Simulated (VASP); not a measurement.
# Be (P4_2/mnm) in VASP: notebook

Runs on Be. Level: r2SCAN. Tasks: single point.

Everything below comes from runs of VASP 6.6.1. Logs are shortened: lines on timing, memory, paths and dates and some standing lists are left out, and cuts for length are marked.

## 1. The cell of the first run

The structure is tetragonal, space group P4_2/mnm (No. 136). Conventional cell: a = 3.651 Å, b = 3.651 Å, c = 2.223 Å, α = 90.00°, β = 90.00°, γ = 90.00°. Be (site symmetry m2m) has 13 Be at 2.09 to 2.63 Å within 2.8 Å.

## 2. Single point, r2SCAN

Contents of POSCAR:

```
Be
1.0
    3.6506991543      0.0000000000      0.0000000000
    0.0000000000      3.6506991543      0.0000000000
    0.0000000000      0.0000000000      2.2227596477
Be
4
Direct
    0.2974080000      0.2974080000      0.0000000000
    0.7025920000      0.7025920000      0.0000000000
    0.2025920000      0.7974080000      0.5000000000
    0.7974080000      0.2025920000      0.5000000000
```

Contents of INCAR.step1:

```
SYSTEM = Be
  PREC = Accurate
  ENCUT = 660
  ISMEAR = -1
  SIGMA = 0.15
  LREAL = .False.
  LASPH = .True.
  NELM = 120
  NBANDS = 12
  GGA = PE
  ALGO = Normal
  EDIFF = 1E-5
  LWAVE = .True.
  LCHARG = .False.
  GGA_COMPAT = .False.
```

Contents of INCAR.step2:

```
SYSTEM = Be
  PREC = Accurate
  ENCUT = 660
  EDIFF = 1E-6
  ISMEAR = -1
  SIGMA = 0.15
  LREAL = .False.
  LASPH = .True.
  NELM = 120
  ALGO = Normal
  ISIF = 2
  LWAVE = .False.
  LCHARG = .False.
  METAGGA = R2SCAN
  LMIXTAU = .True.
  NBANDS = 12
  ISTART = 1
  GGA_COMPAT = .False.
```

Contents of KPOINTS:

```
Automatic mesh
0
Gamma
  6 6 10
  0 0 0
```

Potentials or basis: VASP PAW PBE potentials, release 64 (Be).

Command:

```bash
> cat potpaw_PBE.64/Be/POTCAR > POTCAR
> cp INCAR.step1 INCAR
> mpirun -np 1 vasp_std > vasp.out
> cp INCAR.step2 INCAR
> mpirun -np 1 vasp_std > vasp.out
```

OUTCAR:

```text
SYSTEM = Be
   PREC = Accurate
   ENCUT = 660
   EDIFF = 1E-6
   ISMEAR = -1
   LREAL = .False.
   LASPH = .True.
   NELM = 120
   ISIF = 2
   METAGGA = R2SCAN
   ISTART = 1

 ion  position               nearest neighbor table
   1  0.297  0.297  0.000-   2 2.09   3 2.16   4 2.16   3 2.16   4 2.16   3 2.16   3 2.16   4 2.16
                             4 2.16
   2  0.703  0.703  0.000-   1 2.09   3 2.16   4 2.16   3 2.16   4 2.16   4 2.16   4 2.16   3 2.16
                             3 2.16
   3  0.203  0.797  0.500-   4 2.09   2 2.16   1 2.16   1 2.16   2 2.16   1 2.16   1 2.16   2 2.16
                             2 2.16
   4  0.797  0.203  0.500-   3 2.09   2 2.16   1 2.16   1 2.16   2 2.16   2 2.16   2 2.16   1 2.16
                             1 2.16

  LATTYP: Found a simple tetragonal cell.
 ALAT       =     3.6506991543
 C/A-ratio  =     0.6088586196

  Lattice vectors:

 A1 = (   3.6506991543,   0.0000000000,   0.0000000000)
 A2 = (   0.0000000000,   3.6506991543,   0.0000000000)
 A3 = (   0.0000000000,   0.0000000000,   2.2227596477)

Analysis of symmetry for initial positions (statically):
=====================================================================
 Subroutine PRICEL returns:
 Original cell was already a primitive cell.

 Routine SETGRP: Setting up the symmetry group for a
 simple tetragonal supercell.

 Subroutine GETGRP returns: Found 16 space group operations
 (whereof  8 operations were pure point group operations)
 out of a pool of 16 trial point group operations.

The static configuration has the point symmetry D_2h.
 The point group associated with its full space group is D_4h.

Analysis of symmetry for dynamics (positions and initial velocities):
=====================================================================
 Subroutine PRICEL returns:
 Original cell was already a primitive cell.

 Routine SETGRP: Setting up the symmetry group for a
 simple tetragonal supercell.

 Subroutine GETGRP returns: Found 16 space group operations
 (whereof  8 operations were pure point group operations)
 out of a pool of 16 trial point group operations.

The dynamic configuration has the point symmetry D_2h.
 The point group associated with its full space group is D_4h.

 Subroutine INISYM returns: Found 16 space group operations
 (whereof  8 operations are pure point group operations),
 and found     1 'primitive' translations

----------------------------------------------------------------------------------------

                                     Primitive cell

  volume of cell :      29.6241

  direct lattice vectors                    reciprocal lattice vectors
     3.650699154  0.000000000  0.000000000     0.273920134  0.000000000  0.000000000
     0.000000000  3.650699154  0.000000000     0.000000000  0.273920134  0.000000000
     0.000000000  0.000000000  2.222759648     0.000000000  0.000000000  0.449891198

  length of vectors
     3.650699154  3.650699154  2.222759648     0.273920134  0.273920134  0.449891198

  position of ions in fractional coordinates (direct lattice)
     0.297408000  0.297408000  0.000000000
     0.702592000  0.702592000  0.000000000
     0.202592000  0.797408000  0.500000000
     0.797408000  0.202592000  0.500000000

  ion indices of the primitive-cell ions
   primitive index   ion index
                 1           1
                 2           2
                 3           3
                 4           4

----------------------------------------------------------------------------------------

 KPOINTS: Automatic mesh

Automatic generation of k-mesh.
 Grid dimensions read from file:
 generate k-points for:    6    6   10

 Generating k-lattice:

  Cartesian coordinates                     Fractional coordinates (reciprocal lattice)
     0.045653356  0.000000000  0.000000000     0.166666667  0.000000000  0.000000000
     0.000000000  0.045653356  0.000000000     0.000000000  0.166666667  0.000000000
     0.000000000  0.000000000  0.044989120     0.000000000  0.000000000  0.100000000

  Length of vectors
     0.045653356  0.045653356  0.044989120

  Shift w.r.t. Gamma in fractional coordinates (k-lattice)
     0.000000000  0.000000000  0.000000000

 Subroutine IBZKPT returns following result:
 ===========================================

 Found     60 irreducible k-points:

 Following reciprocal coordinates:
            Coordinates               Weight
  0.000000  0.000000  0.000000      1.000000
  0.166667  0.000000  0.000000      4.000000
  0.333333  0.000000  0.000000      4.000000
  0.500000  0.000000  0.000000      2.000000
  0.166667  0.166667  0.000000      4.000000
  0.333333  0.166667  0.000000      8.000000
[... 16 lines left out ...]
  0.333333  0.000000  0.200000      8.000000
  0.500000  0.000000  0.200000      4.000000
 [... further k-points ...]
   k-points           NKPTS =     60   k-points in BZ     NKDIM =     60   number of bands    NBANDS=     12
   number of dos      NEDOS =    301   number of ions     NIONS =      4
   total plane-waves  NPLWV =  20480
   dimension x,y,z NGX =    32 NGY =   32 NGZ =   20
   dimension x,y,z NGXF=    64 NGYF=   64 NGZF=   40
   ions per type =               4
   NGX,Y,Z   is equivalent  to a cutoff of  14.57, 14.57, 14.96 a.u.
   NGXF,Y,Z  is equivalent  to a cutoff of  29.14, 29.14, 29.92 a.u.
 SYSTEM =  Be
   PREC   = accura    normal or accurate (medium, high low for compatibility)
   ISTART =      1    job   : 0-new  1-cont  2-samecut
   ICHARG =      0    charge: 1-file 2-atom 10-const
   ISPIN  =      1    spin polarized calculation?
   LNONCOLLINEAR =      F non collinear calculations
   LSORBIT =      F    spin-orbit coupling
   LASPH  =      T    aspherical Exc in radial PAW
   ENCUT  =  660.0 eV  48.51 Ry    6.96 a.u.   7.65  7.65  4.66*2*pi/ulx,y,z
   NELM   =    120;   NELMIN=  2; NELMDL=  0     # of ELM steps
   EDIFF  = 0.1E-05   stopping-criterion for ELM
   LREAL  =      F    real-space projection
   EDIFFG = 0.1E-04   stopping-criterion for IOM
   NSW    =      0    number of steps for IOM
   IBRION =     -1    ionic relax: 0-MD 1-quasi-New 2-CG
   NFREE  =      0    steps in history (QN), initial steepest desc. (CG)
   ISIF   =      2    stress and relaxation
   ISYM   =      2    0-nonsym 1-usesym 2-fastsym
   POTIM  = 0.5000    time-step for ionic-motion
   TEBEG  =    0.0;   TEEND  =   0.0 temperature during run
   PSTRESS=    0.0 pullay stress
   NELECT =       8.0000    total number of electrons
   NUPDOWN=      -1.0000    fix difference up-down
   EMIN   =  10.00;   EMAX   =-10.00  energy-range for DOS
   EFERMI =   0.00;   METHOD = LEGACY
   ISMEAR =    -1;   SIGMA  =   0.15  broadening in eV -4-tet -1-fermi 0-gaus
   EFERMI_NEDOS =   21; number of points for ismear=-14 and -15
   IALGO  =     38    algorithm
   IMIX   =      4    mixing-type and parameters
     AMIX     =   0.40;   BMIX     =  1.00
     AMIX_MAG =   1.60;   BMIX_MAG =  1.00
  volume/ion in A,a.u.               =       7.41        49.98
  Fermi-wavevector in a.u.,A,eV,Ry     =   1.058173  1.999657 15.234850  1.119730
  Thomas-Fermi vector in A             =   2.193473
   LORBIT       =      0    0 simple, 1 ext, 2 COOP (PROOUT), +10 PAW based schemes
   METAGGA = R2SCAN    functional components
   LHFCALC =     F    Hartree Fock is set to
   AEXX    =    0.0000 exact exchange contribution
   IVDW    =     0    specifies the selected vdW correction
   LEPSILON=     F    determine dielectric tensor
   LRPA    =     F    only Hartree local field effects (RPA)
 non-spin polarized calculation
  energy-cutoff  :      660.00
  volume of cell :       29.62
 maximum number of plane-waves:      1161
 NGX is ok and might be reduce to    32
   NGX = 15   NGY = 15   NGZ =  9

 number of electron       8.0000000 magnetization

 Free energy of the ion-electron system (eV)
  ---------------------------------------------------
  ext. energy  EPLUGINS =         0.00000000
  ---------------------------------------------------
  free energy    TOTEN  =       -17.06098756 eV

  energy without entropy =      -17.02780086  energy(sigma->0) =      -17.04439421

 E-fermi :   7.4777     XC(G=0): -11.4920

 val. band max:        7.4748836650   @ k =   0.1667   0.0000   0.4000
 cond. band min:       7.5359640845   @ k =   0.0000   0.0000   0.4000
 fundamental gap:      0.0610804195
 Fermi energy:         7.4776537441

 k-point     1 :       0.0000    0.0000    0.0000
  band No.  band energies     occupation
      1      -4.9466      2.00000
      2       1.9152      2.00000
      3       2.4880      2.00000
      4       6.5000      1.99705
      5       6.5000      1.99705
      6      13.0994      0.00000
      7      13.0994      0.00000
      8      15.5230      0.00000
      9      18.1004      0.00000
     10      19.2103      0.00000
     11      26.0435      0.00000
     12      26.0435      0.00000

 k-point     2 :       0.1667    0.0000    0.0000
  band No.  band energies     occupation
      1      -4.7029      2.00000
      2       0.8684      2.00000
      3       2.4898      2.00000
      4       6.3892      1.99859
      5       7.9946      0.06177
      6      11.1603      0.00000
      7      12.8940      0.00000
      8      18.1556      0.00000
      9      18.4013      0.00000
     10      20.4149      0.00000
     11      24.8187      0.00000
     12      26.2995      0.00000

 k-point     3 :       0.3333    0.0000    0.0000
  band No.  band energies     occupation
      1      -3.9719      2.00000
      2      -1.0910      2.00000
      3       3.2761      2.00000
      4       5.7754      1.99998
      5       9.3508      0.00001
      6       9.5466      0.00000
      7      14.1367      0.00000
      8      19.2959      0.00000
      9      21.1999      0.00000
     10      22.6869      0.00000
     11      23.2630      0.00000
     12      23.7415      0.00000
[... 286 lines left out ...]
 k-point    23 :       0.3333    0.0000    0.2000
  band No.  band energies     occupation
      1      -3.0237      2.00000
      2      -0.1064      2.00000
      3       4.5266      2.00000
      4       6.7552      1.98394
      5       9.2136      0.00002
      6       9.7913      0.00000
      7      13.0732      0.00000
      8      15.6226      0.00000
      9      17.6047      0.00000
     10      21.2859      0.00000
     11      23.4209      0.00000
     12      23.4266      0.00000

 k-point    24 :       0.5000    0.0000    0.2000
  band No.  band energies     occupation
      1      -1.8013      2.00000
      2      -1.8013      2.00000
      3       5.7304      1.99998
      4       5.7304      1.99998
      5       9.0636      0.00005
      6       9.0636      0.00005
      7      15.8608      0.00000
      8      15.8608      0.00000
      9      18.3278      0.00000
     10      18.3278      0.00000
     11      23.6369      0.00000
     12      23.6369      0.00000

 [... further k-points ...]
[... 5 lines left out ...]
  --------------------------------------------------------------------------------------
  -------------------------------------------------------------------------------------
  Total        1.8676020      1.8676020      2.4085031     -0.0000000      0.0000000      0.0000000
  in kB      101.0067316    101.0067316    130.2606366     -0.0000000      0.0000000      0.0000000
  external PRESSURE =     110.7580333 kB  Pullay stress =       0.0000000 kB

 VOLUME and BASIS-vectors are now :
 -----------------------------------------------------------------------------
  energy-cutoff  :      660.00
  volume of cell :       29.62
      direct lattice vectors                 reciprocal lattice vectors
     3.650699154  0.000000000  0.000000000     0.273920134  0.000000000  0.000000000
     0.000000000  3.650699154  0.000000000     0.000000000  0.273920134  0.000000000
     0.000000000  0.000000000  2.222759648     0.000000000  0.000000000  0.449891198

 POSITION                                       TOTAL-FORCE (eV/Angst)
 -----------------------------------------------------------------------------------
      1.08575      1.08575      0.00000        -0.066969     -0.066969      0.000000
      2.56495      2.56495      0.00000         0.066969      0.066969      0.000000
      0.73960      2.91110      1.11138         0.066969     -0.066969      0.000000
      2.91110      0.73960      1.11138        -0.066969      0.066969      0.000000
 -----------------------------------------------------------------------------------
    total drift:                                0.000000     -0.000000     -0.000000

  FREE ENERGIE OF THE ION-ELECTRON SYSTEM (eV)
  ---------------------------------------------------
  free  energy   TOTEN  =       -17.0609875610 eV

  energy  without entropy=      -17.0278008556  energy(sigma->0) =      -17.04439421
```

It took 1.8 min on 1 thread of AMD EPYC 7R13, shared host; peak memory 0.14 GiB.

What came out:

```yaml
Free_energy: -17.0610 eV
Pressure: 11.1 GPa
Largest_force: 0.095 eV/Å
Band_gap_on_the_k_mesh: zero (bands 4 and 5 overlap by 2.17 eV)
```

Forces on the atoms (eV/Å):
```
Be  -0.067 -0.067  0.000
Be   0.067  0.067  0.000
Be   0.067 -0.067  0.000
Be  -0.067  0.067  0.000
```

Stress tensor (GPa, compression positive):
```
10.10  0.00  0.00
 0.00 10.10  0.00
 0.00  0.00 13.03
```

Caveat: the cell stands under pressure; the PAW data sets were made with another functional, which shifts forces and pressure a little.

## 3. Single point, r2SCAN

This run uses another cell than the first one, of 7.81 Å³/atom.

Contents of POSCAR:

```
Be
1.0
    3.7153266794      0.0000000000      0.0000000000
    0.0000000000      3.7153266794      0.0000000000
    0.0000000000      0.0000000000      2.2621086734
Be
4
Direct
    0.2974080000      0.2974080000      0.0000000000
    0.7025920000      0.7025920000      0.0000000000
    0.2025920000      0.7974080000      0.5000000000
    0.7974080000      0.2025920000      0.5000000000
```

Contents of INCAR.step1:

```
SYSTEM = Be
PREC = Accurate
ENCUT = 660
ISMEAR = -1
SIGMA = 0.15
LREAL = .FALSE.
LASPH = .TRUE.
NELM = 120
NBANDS = 12
GGA = PE
ALGO = Normal
EDIFF = 1E-5
LWAVE = .TRUE.
LCHARG = .FALSE.
GGA_COMPAT = .FALSE.
```

Contents of INCAR.step2:

```
SYSTEM = Be
PREC = Accurate
ENCUT = 660
EDIFF = 1E-6
ISMEAR = -1
SIGMA = 0.15
LREAL = .FALSE.
LASPH = .TRUE.
NELM = 120
ALGO = Normal
ISIF = 2
LWAVE = .FALSE.
LCHARG = .FALSE.
METAGGA = R2SCAN
LMIXTAU = .TRUE.
NBANDS = 12
ISTART = 1
GGA_COMPAT = .FALSE.
```

Contents of KPOINTS:

```
regular mesh
0
G
  6 6 10
  0 0 0
```

Potentials or basis: VASP PAW PBE potentials, release 64 (Be).

Command:

```bash
> cat potpaw_PBE.64/Be/POTCAR > POTCAR
> cp INCAR.step1 INCAR
> mpirun -np 1 vasp_std > vasp.out
> cp INCAR.step2 INCAR
> mpirun -np 1 vasp_std > vasp.out
```

Run time: 2 min. Hardware: 1 thread of AMD EPYC 7R13, shared host; peak memory 0.13 GiB.

The run converged. Its results:

```
Free energy            : -17.1326 eV
Pressure               : 3.5 GPa
Largest force          : 0.062 eV/Å
Band gap on the k mesh : zero (bands 4 and 5 overlap by 2.21 eV)
```

Forces in eV/Å, atoms in the order of the input:
```
Be  -0.044 -0.044  0.000
Be   0.044  0.044  0.000
Be   0.044 -0.044  0.000
Be  -0.044  0.044  0.000
```

Stress tensor (GPa, compression positive):
```
2.73 0.00 0.00
0.00 2.73 0.00
0.00 0.00 5.02
```

Levels at points of the mesh, in eV from the Fermi level:
| k point | band 1 | band 2 | band 3 | band 4 | band 5 | band 6 | band 7 | band 8 |
| --- | --- | --- | --- | --- | --- | --- | --- | --- |
| (0.00, 0.00, 0.00) | -12.13 | -5.36 | -4.78 | -1.04 | -1.04 | 5.36 | 5.36 | 7.83 |
| (0.50, 0.00, 0.00) | -9.98 | -9.98 | -2.84 | -2.84 | 1.64 | 1.64 | 9.89 | 9.89 |
| (0.50, 0.50, 0.00) | -7.80 | -7.80 | -7.78 | -7.78 | 9.23 | 9.23 | 10.14 | 10.14 |
| (0.00, 0.00, 0.50) | -6.29 | -6.29 | 1.17 | 1.17 | 2.01 | 2.01 | 2.81 | 2.81 |
| (0.50, 0.00, 0.50) | -4.83 | -4.83 | -3.64 | -3.64 | 4.10 | 4.10 | 5.42 | 5.42 |
| (0.50, 0.50, 0.50) | -4.04 | -4.04 | -3.67 | -3.67 | 1.88 | 1.88 | 1.94 | 1.94 |

Caveat: the cell stands under pressure; the PAW data sets were made with another functional, which shifts forces and pressure a little.
